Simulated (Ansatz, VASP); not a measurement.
# Two plane-wave programs on Sc2AlP3

```
CELL_PARAMETERS angstrom
2.50913 -5.30851 0.00000
2.50913 5.30851 0.00000
0.00000 0.00000 3.95143
ATOMIC_POSITIONS crystal
Sc 0.65497 0.34503 0.50000
Sc 0.34503 0.65497 0.50000
Al 0.00000 0.00000 0.00000
P 0.14539 0.85461 0.50000
P 0.85461 0.14539 0.50000
P 0.50000 0.50000 0.00000
```

Change from the starting cell: species swapped into the Li2CeO3 type (Cmmm, No. 65).

Alike in both runs: task relaxation of cell and atoms; functional PBE; k mesh 4 × 4 × 4; occupations gaussian, width 0.1 eV; no spin polarisation.

|  | VASP | Ansatz |
| --- | --- | --- |
| version | VASP 6.6.1 | Ansatz 0.2.0 |
| potentials or method | VASP PAW PBE potentials, release 64 (Sc_sv, Al, P), cutoff 600 eV | scalar-relativistic, plane waves, PAW |
| valence electrons in the cell | 40 | 40 |

|  | VASP | Ansatz | Ansatz less VASP |
| --- | --- | --- | --- |
| gap on the k mesh at the Fermi level, each at its own relaxed structure (eV) | none | none | - |
| relaxed volume (Å³/atom) | 20.32 | 20.28 | -0.040 |
| relaxed cell length with the largest relative difference (Å) | 6.583 | 6.571 | -0.0120 |

A gap of «none» marks a metal or a gap that the smearing closes.

The k mesh is coarse, so the values compare programs but aren't converged. Noted on VASP's run: the volume moved by over 15 % at a fixed basis, so the end points are rough.
